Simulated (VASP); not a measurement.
# BaS (a.bB) (Fm-3m) in VASP: a series of runs

BaS (a.bB) is run at these levels: PBEsol; tasks: single point.

All numbers are computed with VASP 6.6.1; they aren't measurements. Logs are shortened: lines on timing, memory, paths and dates and some standing lists are left out, and cuts for length are marked.

### Step 1. The cell of the first run

It takes space group Fm-3m (No. 225, cubic). The conventional cell has a = 6.332 Å, b = 6.332 Å, c = 6.332 Å, α = 90.00°, β = 90.00°, γ = 90.00°. Ba (site symmetry m-3m) has 6 S at 3.17 Å within 4.2 Å. S (site symmetry m-3m) has 6 Ba at 3.17 Å within 4.2 Å.

### Step 2. Single point, PBEsol

File INCAR:

```
SYSTEM = BaS
PREC     = Accurate       ! precision mode
ENCUT    = 500            ! plane-wave cutoff, eV
EDIFF    = 1E-6           ! SCF threshold, eV
ISMEAR   = 0              ! smearing method
SIGMA    = 0.02           ! smearing width, eV
LREAL    = .False.        ! projectors in reciprocal space
LASPH    = .True.         ! aspherical terms in the spheres
NELM     = 120            ! most SCF steps
ALGO     = Normal         ! electronic algorithm
ISIF     = 2              ! what is computed and relaxed
LWAVE    = .False.        ! write WAVECAR
LCHARG   = .False.        ! write CHGCAR
GGA      = PS             ! functional
NBANDS   = 15             ! bands
GGA_COMPAT= .False.
```

File KPOINTS:

```
Automatic mesh
0
Gamma
  8 8 8
  0 0 0
```

File POSCAR:

```
BaS
1.0
    0.0000000000      3.1661429686      3.1661429686
    3.1661429686      0.0000000000      3.1661429686
    3.1661429686      3.1661429686      0.0000000000
Ba S
1 1
Direct
    0.0000000000      0.0000000000      0.0000000000
    0.5000000000      0.5000000000      0.5000000000
```

Potentials or basis: VASP PAW PBE potentials, release 64 (Ba_sv, S).

Run with:

```console
cat potpaw_PBE.64/Ba_sv/POTCAR potpaw_PBE.64/S/POTCAR > POTCAR
mpirun -np 1 vasp_std > vasp.out
```

OUTCAR:

```text
SYSTEM = BaS
   PREC = Accurate
   ENCUT = 500
   EDIFF = 1E-6
   ISMEAR = 0
   LREAL = .False.
   LASPH = .True.
   NELM = 120
   ISIF = 2
   GGA = PS

 ion  position               nearest neighbor table
   1  0.000  0.000  0.000-   2 3.17   2 3.17   2 3.17   2 3.17   2 3.17   2 3.17
   2  0.500  0.500  0.500-   1 3.17   1 3.17   1 3.17   1 3.17   1 3.17   1 3.17

  LATTYP: Found a face centered cubic cell.
 ALAT       =     6.3322859372

  Lattice vectors:

 A1 = (   0.0000000000,   3.1661429686,   3.1661429686)
 A2 = (   3.1661429686,   0.0000000000,   3.1661429686)
 A3 = (   3.1661429686,   3.1661429686,   0.0000000000)

Analysis of symmetry for initial positions (statically):
=====================================================================
 Subroutine PRICEL returns:
 Original cell was already a primitive cell.

 Routine SETGRP: Setting up the symmetry group for a
 face centered cubic supercell.

 Subroutine GETGRP returns: Found 48 space group operations
 (whereof 48 operations were pure point group operations)
 out of a pool of 48 trial point group operations.

The static configuration has the point symmetry O_h .

Analysis of symmetry for dynamics (positions and initial velocities):
=====================================================================
 Subroutine PRICEL returns:
 Original cell was already a primitive cell.

 Routine SETGRP: Setting up the symmetry group for a
 face centered cubic supercell.

 Subroutine GETGRP returns: Found 48 space group operations
 (whereof 48 operations were pure point group operations)
 out of a pool of 48 trial point group operations.

The dynamic configuration has the point symmetry O_h .

 Subroutine INISYM returns: Found 48 space group operations
 (whereof 48 operations are pure point group operations),
 and found     1 'primitive' translations

----------------------------------------------------------------------------------------

                                     Primitive cell

  volume of cell :      63.4778

  direct lattice vectors                    reciprocal lattice vectors
     0.000000000  3.166142969  3.166142969    -0.157920854  0.157920854  0.157920854
     3.166142969  0.000000000  3.166142969     0.157920854 -0.157920854  0.157920854
     3.166142969  3.166142969  0.000000000     0.157920854  0.157920854 -0.157920854

  length of vectors
     4.477602327  4.477602327  4.477602327     0.273526942  0.273526942  0.273526942

  position of ions in fractional coordinates (direct lattice)
     0.000000000  0.000000000  0.000000000
     0.500000000  0.500000000  0.500000000

  ion indices of the primitive-cell ions
   primitive index   ion index
                 1           1
                 2           2

----------------------------------------------------------------------------------------

 KPOINTS: Automatic mesh

Automatic generation of k-mesh.
 Grid dimensions read from file:
 generate k-points for:    8    8    8

 Generating k-lattice:

  Cartesian coordinates                     Fractional coordinates (reciprocal lattice)
    -0.019740107  0.019740107  0.019740107     0.125000000  0.000000000  0.000000000
     0.019740107 -0.019740107  0.019740107     0.000000000  0.125000000  0.000000000
     0.019740107  0.019740107 -0.019740107     0.000000000  0.000000000  0.125000000

  Length of vectors
     0.034190868  0.034190868  0.034190868

  Shift w.r.t. Gamma in fractional coordinates (k-lattice)
     0.000000000  0.000000000  0.000000000

 Subroutine IBZKPT returns following result:
 ===========================================

 Found     29 irreducible k-points:

 Following reciprocal coordinates:
            Coordinates               Weight
  0.000000  0.000000  0.000000      1.000000
  0.125000  0.000000  0.000000      8.000000
  0.250000  0.000000  0.000000      8.000000
  0.375000  0.000000  0.000000      8.000000
  0.500000  0.000000  0.000000      4.000000
  0.125000  0.125000  0.000000      6.000000
[... 16 lines left out ...]
  0.500000  0.250000  0.125000     48.000000
 -0.375000  0.250000  0.125000     24.000000
 [... further k-points ...]
   k-points           NKPTS =     29   k-points in BZ     NKDIM =     29   number of bands    NBANDS=     15
   number of dos      NEDOS =    301   number of ions     NIONS =      2
   total plane-waves  NPLWV =  46656
   dimension x,y,z NGX =    36 NGY =   36 NGZ =   36
   dimension x,y,z NGXF=    72 NGYF=   72 NGZF=   72
   ions per type =               1   1
   NGX,Y,Z   is equivalent  to a cutoff of  13.37, 13.37, 13.37 a.u.
   NGXF,Y,Z  is equivalent  to a cutoff of  26.73, 26.73, 26.73 a.u.
 SYSTEM =  BaS
   PREC   = accura    normal or accurate (medium, high low for compatibility)
   ISTART =      0    job   : 0-new  1-cont  2-samecut
   ICHARG =      2    charge: 1-file 2-atom 10-const
   ISPIN  =      1    spin polarized calculation?
   LNONCOLLINEAR =      F non collinear calculations
   LSORBIT =      F    spin-orbit coupling
   LASPH  =      T    aspherical Exc in radial PAW
   ENCUT  =  500.0 eV  36.75 Ry    6.06 a.u.   8.16  8.16  8.16*2*pi/ulx,y,z
   NELM   =    120;   NELMIN=  2; NELMDL= -5     # of ELM steps
   EDIFF  = 0.1E-05   stopping-criterion for ELM
   LREAL  =      F    real-space projection
   EDIFFG = 0.1E-04   stopping-criterion for IOM
   NSW    =      0    number of steps for IOM
   IBRION =     -1    ionic relax: 0-MD 1-quasi-New 2-CG
   NFREE  =      0    steps in history (QN), initial steepest desc. (CG)
   ISIF   =      2    stress and relaxation
   ISYM   =      2    0-nonsym 1-usesym 2-fastsym
   POTIM  = 0.5000    time-step for ionic-motion
   TEBEG  =    0.0;   TEEND  =   0.0 temperature during run
   PSTRESS=    0.0 pullay stress
   NELECT =      16.0000    total number of electrons
   NUPDOWN=      -1.0000    fix difference up-down
   EMIN   =  10.00;   EMAX   =-10.00  energy-range for DOS
   EFERMI =   0.00;   METHOD = LEGACY
   ISMEAR =     0;   SIGMA  =   0.02  broadening in eV -4-tet -1-fermi 0-gaus
   EFERMI_NEDOS =   21; number of points for ismear=-14 and -15
   IALGO  =     38    algorithm
   IMIX   =      4    mixing-type and parameters
     AMIX     =   0.40;   BMIX     =  1.00
     AMIX_MAG =   1.60;   BMIX_MAG =  1.00
  volume/ion in A,a.u.               =      31.74       214.18
  Fermi-wavevector in a.u.,A,eV,Ry     =   1.034128  1.954219 14.550353  1.069421
  Thomas-Fermi vector in A             =   2.168408
   LORBIT       =      0    0 simple, 1 ext, 2 COOP (PROOUT), +10 PAW based schemes
   GGA     = PS    functional components
   LHFCALC =     F    Hartree Fock is set to
   AEXX    =    0.0000 exact exchange contribution
   IVDW    =     0    specifies the selected vdW correction
   LEPSILON=     F    determine dielectric tensor
   LRPA    =     F    only Hartree local field effects (RPA)
 non-spin polarized calculation
 Gauss-broadening in eV      SIGMA  =   0.02
  energy-cutoff  :      500.00
  volume of cell :       63.48
 maximum number of plane-waves:      1639
 NGX is ok and might be reduce to    36
   NGX = 17   NGY = 17   NGZ = 17

 number of electron      15.9999999 magnetization

 Free energy of the ion-electron system (eV)
  ---------------------------------------------------
  ext. energy  EPLUGINS =         0.00000000
  ---------------------------------------------------
  free energy    TOTEN  =       -10.71719713 eV

  energy without entropy =      -10.71719713  energy(sigma->0) =      -10.71719713

 E-fermi :   1.6149     XC(G=0):  -8.9325

 val. band max:        1.4798551601   @ k =   0.0000   0.0000   0.0000
 cond. band min:       3.4130047003   @ k =   0.5000   0.5000   0.0000
 fundamental gap:      1.9331495402
 Fermi energy:         1.6148819298

 k-point     1 :       0.0000    0.0000    0.0000
  band No.  band energies     occupation
      1     -24.4762      2.00000
      2      -9.5152      2.00000
      3      -9.5152      2.00000
      4      -9.5152      2.00000
      5      -8.9141      2.00000
      6       1.4799      2.00000
      7       1.4799      2.00000
      8       1.4799      2.00000
      9       5.0142      0.00000
     10       5.2634      0.00000
     11       5.2634      0.00000
     12       5.2634      0.00000
     13       6.2454      0.00000
     14       6.2454      0.00000
     15      10.0332      0.00000

 k-point     2 :       0.1250    0.0000    0.0000
  band No.  band energies     occupation
      1     -24.4686      2.00000
      2      -9.8893      2.00000
      3      -9.5215      2.00000
      4      -9.5215      2.00000
      5      -8.5264      2.00000
      6       1.0403      2.00000
      7       1.2524      2.00000
      8       1.2524      2.00000
      9       5.2558      0.00000
     10       5.5068      0.00000
     11       5.5068      0.00000
     12       5.6479      0.00000
     13       6.7258      0.00000
     14       6.7258      0.00000
     15      10.6907      0.00000

 k-point     3 :       0.2500    0.0000    0.0000
  band No.  band energies     occupation
      1     -24.4502      2.00000
      2     -10.3644      2.00000
      3      -9.5367      2.00000
      4      -9.5367      2.00000
      5      -8.0164      2.00000
      6       0.2567      2.00000
      7       0.8075      2.00000
      8       0.8075      2.00000
      9       5.4902      0.00000
     10       6.1874      0.00000
     11       6.1874      0.00000
     12       6.8682      0.00000
     13       7.9213      0.00000
     14       7.9213      0.00000
     15      12.0699      0.00000

 k-point     4 :       0.3750    0.0000    0.0000
  band No.  band energies     occupation
      1     -24.4316      2.00000
      2     -10.6910      2.00000
      3      -9.5516      2.00000
      4      -9.5516      2.00000
      5      -7.6508      2.00000
      6      -0.3507      2.00000
      7       0.4511      2.00000
      8       0.4511      2.00000
      9       6.1217      0.00000
     10       7.1698      0.00000
     11       7.1698      0.00000
     12       7.6296      0.00000
     13       9.3901      0.00000
     14       9.3901      0.00000
     15      11.8125      0.00000
[... 307 lines left out ...]
 k-point    22 :       0.3750    0.2500    0.1250
  band No.  band energies     occupation
      1     -24.4368      2.00000
      2     -10.3872      2.00000
      3      -9.6667      2.00000
      4      -9.5700      2.00000
      5      -8.0104      2.00000
      6       0.0137      2.00000
      7       0.7419      2.00000
      8       1.1679      2.00000
      9       4.7474      0.00000
     10       6.5213      0.00000
     11       6.9663      0.00000
     12       7.5587      0.00000
     13       7.7560      0.00000
     14       9.7033      0.00000
     15      11.8344      0.00000

 k-point    23 :       0.5000    0.2500    0.1250
  band No.  band energies     occupation
      1     -24.4221      2.00000
      2     -10.5241      2.00000
      3      -9.7253      2.00000
      4      -9.6069      2.00000
      5      -7.8951      2.00000
      6      -0.0582      2.00000
      7       0.5087      2.00000
      8       0.9161      2.00000
      9       5.2588      0.00000
     10       7.0766      0.00000
     11       7.6549      0.00000
     12       7.8431      0.00000
     13       9.0242      0.00000
     14      10.3254      0.00000
     15      10.9982      0.00000

 k-point    24 :      -0.3750    0.2500    0.1250
  band No.  band energies     occupation
      1     -24.4160      2.00000
      2     -10.5777      2.00000
      3      -9.7364      2.00000
      4      -9.6345      2.00000
      5      -7.8522      2.00000
      6      -0.0887      2.00000
      7       0.5687      2.00000
      8       0.6588      2.00000
      9       6.0998      0.00000
     10       6.3058      0.00000
     11       8.2017      0.00000
     12       8.4454      0.00000
     13       9.4203      0.00000
     14      10.3344      0.00000
     15      11.0496      0.00000

 [... further k-points ...]
[... 5 lines left out ...]
  --------------------------------------------------------------------------------------
  -------------------------------------------------------------------------------------
  Total        0.2646328      0.2646328      0.2646328      0.0000000      0.0000000      0.0000000
  in kB        6.6793265      6.6793265      6.6793265      0.0000000      0.0000000      0.0000000
  external PRESSURE =       6.6793265 kB  Pullay stress =       0.0000000 kB

 VOLUME and BASIS-vectors are now :
 -----------------------------------------------------------------------------
  energy-cutoff  :      500.00
  volume of cell :       63.48
      direct lattice vectors                 reciprocal lattice vectors
     0.000000000  3.166142969  3.166142969    -0.157920854  0.157920854  0.157920854
     3.166142969  0.000000000  3.166142969     0.157920854 -0.157920854  0.157920854
     3.166142969  3.166142969  0.000000000     0.157920854  0.157920854 -0.157920854

 POSITION                                       TOTAL-FORCE (eV/Angst)
 -----------------------------------------------------------------------------------
      0.00000      0.00000      0.00000         0.000000      0.000000      0.000000
      3.16614      3.16614      3.16614         0.000000      0.000000     -0.000000
 -----------------------------------------------------------------------------------
    total drift:                                0.000000      0.000000      0.000000

  FREE ENERGIE OF THE ION-ELECTRON SYSTEM (eV)
  ---------------------------------------------------
  free  energy   TOTEN  =       -10.7171971296 eV

  energy  without entropy=      -10.7171971296  energy(sigma->0) =      -10.71719713
```

Run time: 12 s. Hardware: 1 thread of Intel Xeon 6975P-C (Granite Rapids), shared host; peak memory 0.2 GiB.

What came out:

```
Free energy            : -10.7172 eV
Pressure               : 0.7 GPa
Band gap on the k mesh : 1.93 eV, indirect (least direct gap 2.06 eV)
```

Levels at points of the mesh, in eV from the valence-band top:
```csv
k point,band 4,band 5,band 6,band 7,band 8,band 9,band 10,band 11,band 12,band 13
"(0.00, 0.00, 0.00)",-11.00,-10.39,0.00,0.00,0.00,3.53,3.78,3.78,3.78,4.77
"(0.50, 0.00, 0.00)",-11.04,-9.00,-2.05,-1.16,-1.16,5.55,5.60,6.36,6.36,8.95
"(0.50, 0.50, 0.00)",-11.21,-10.30,-0.51,-0.12,-0.12,1.93,5.97,6.08,7.62,7.62
```

Caveat: the PAW data sets were made with another functional, which shifts forces and pressure a little; spin-orbit coupling is left out, which moves the levels of the heavy elements. A k mesh can miss the band edges.

### Step 3. Single point, PBEsol

File INCAR:

```
PREC = Accurate
ENCUT = 500
EDIFF = 1E-6
ISMEAR = 0
SIGMA = 0.02
LREAL = False
LASPH = True
NELM = 120
ALGO = Normal
ISIF = 2
LWAVE = False
LCHARG = False
GGA = PS
NBANDS = 15
GGA_COMPAT = False
```

File KPOINTS:

```
Automatic mesh
0
Gamma
  8 8 8
```

POSCAR is that of step 2.

Potentials or basis: VASP PAW PBE potentials, release 64 (Ba_sv, S).

Run with:

```console
cat potpaw_PBE.64/Ba_sv/POTCAR potpaw_PBE.64/S/POTCAR > POTCAR
mpirun -np 1 vasp_std > vasp.out
```

It took 12 s on 1 thread of Intel Xeon 6975P-C (Granite Rapids), shared host; peak memory 0.21 GiB.

The run converged. Its results:

* Free energy: -10.7172 eV
* Pressure: 0.7 GPa
* Band gap on the k mesh: 1.93 eV, indirect (least direct gap 2.06 eV)

Levels at points of the mesh, in eV from the valence-band top:
| k point | band 5 | band 6 | band 7 | band 8 | band 9 | band 10 | band 11 | band 12 |
| --- | --- | --- | --- | --- | --- | --- | --- | --- |
| (0.00, 0.00, 0.00) | -10.39 | 0.00 | 0.00 | 0.00 | 3.53 | 3.78 | 3.78 | 3.78 |
| (0.50, 0.00, 0.00) | -9.00 | -2.05 | -1.16 | -1.16 | 5.55 | 5.60 | 6.36 | 6.36 |
| (0.50, 0.50, 0.00) | -10.30 | -0.51 | -0.12 | -0.12 | 1.93 | 5.97 | 6.08 | 7.62 |

Caveat: the PAW data sets were made with another functional, which shifts forces and pressure a little; spin-orbit coupling is left out, which moves the levels of the heavy elements. A k mesh can miss the band edges.
